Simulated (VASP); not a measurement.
Runs of VASP 6.6.1 on Rh. It takes space group Fm-3m (No. 225, cubic). The conventional cell has a = 3.796 Å, b = 3.796 Å, c = 3.796 Å, α = 90.00°, β = 90.00°, γ = 90.00°. Within 3.5 Å of Rh (site symmetry m-3m) lie 12 Rh at 2.68 Å. 

```csv
level,gap on the mesh (eV),pressure (GPa)
RPBE,none,12.3
PBE,none,7.5
revPBE,none,(a)
PBEsol,none,-3.6
```

Alike in all rows: task single point; potentials or basis VASP PAW PBE potentials, release 64 (Rh_pv); no spin polarisation; cell as given; k mesh 13 × 13 × 13; cutoff (eV) 520; smearing methfessel-paxton 0.1 eV.

Task: Estimate the missing entries.

Result: (a) 11.0.

Caveats: the PAW data sets were made with another functional, which shifts forces and pressure a little (some runs).

A k mesh can miss the band edges, and the runs leave out spin-orbit coupling on Rh.

A gap of «none» marks levels without a gap at the run's occupations.
